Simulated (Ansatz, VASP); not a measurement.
MgS in VASP and in Ansatz

File INCAR:

```
SYSTEM = MgS
  ALGO = Normal
  EDIFF = 1E-6
  ENCUT = 520
  GGA = PE
  ISIF = 2
  ISMEAR = -1
  LASPH = .True.
  LCHARG = .False.
  LREAL = .False.
  LWAVE = .False.
  NBANDS = 16
  NELM = 100
  PREC = Accurate
  SIGMA = 0.02
```

Contents of KPOINTS:

```
k-points
0
Gamma
  12 12 4
  0 0 0
```

Contents of POSCAR:

```
MgS
1.0
    4.0286256344      0.0000000000      0.0000000000
   -2.0143128172      3.4888921417      0.0000000000
    0.0000000000      0.0000000000      6.4543927861
Mg S
2 2
Direct
    0.3333333333      0.6666666667     -0.0028727190
    0.6666666667      0.3333333333      0.4971272810
    0.3333333333      0.6666666667      0.3778727190
    0.6666666667      0.3333333333      0.8778727190
```

Input for Ansatz:

```yaml
crystal:
  lattice:
    - [4.0286256344, 0.0, 0.0]
    - [-2.0143128172, 3.4888921417, 0.0]
    - [0.0, 0.0, 6.4543927861]
  atoms:
    - { symbol: Mg, position: [0.3333333333, 0.6666666667, -0.002872719] }
    - { symbol: Mg, position: [0.6666666667, 0.3333333333, 0.497127281] }
    - { symbol: S, position: [0.3333333333, 0.6666666667, 0.377872719] }
    - { symbol: S, position: [0.6666666667, 0.3333333333, 0.877872719] }
kpoints:
  mp_grid: { grid: [12, 12, 4] }
  band_path:
    path:
      - [0.0, 0.0, 0.0]
      - [0.5, 0.0, 0.0]
      - [0.3333333333, 0.3333333333, 0.0]
      - [0.0, 0.0, 0.5]
      - [0.5, 0.0, 0.5]
      - [0.3333333333, 0.3333333333, 0.5]
    npoints: 1
hamiltonian:
  xc: pbe
scf:
  occupations: { method: fermi_dirac, width: 0.02 }
  n_extra_bands: 5
output:
  forces: true
  stress: true
  eigenvalues: true
```

Alike in both runs: task single point; functional PBE; k mesh 12 × 12 × 4; occupations fermi-dirac, width 0.02 eV; no spin polarisation.

|  | VASP | Ansatz |
| --- | --- | --- |
| version | VASP 6.6.1 | Ansatz 0.2.0 |
| potentials or method | VASP PAW PBE potentials, release 64 (Mg, S) | plane waves, PAW |
| plane-wave cutoff (eV) | 520 | 420 |
| valence electrons in the cell | 16 | 32 |

|  | VASP | Ansatz | Ansatz less VASP |
| --- | --- | --- | --- |
| gap on the k mesh at the Fermi level (eV) | 3.47 | 3.47 | +0.008 |
| pressure (GPa) | 0.9 | 1.1 | +0.15 |

VASP's potentials hold 16 valence electrons a cell and Ansatz's 32, so a difference there can come from the potentials and not from the codes.
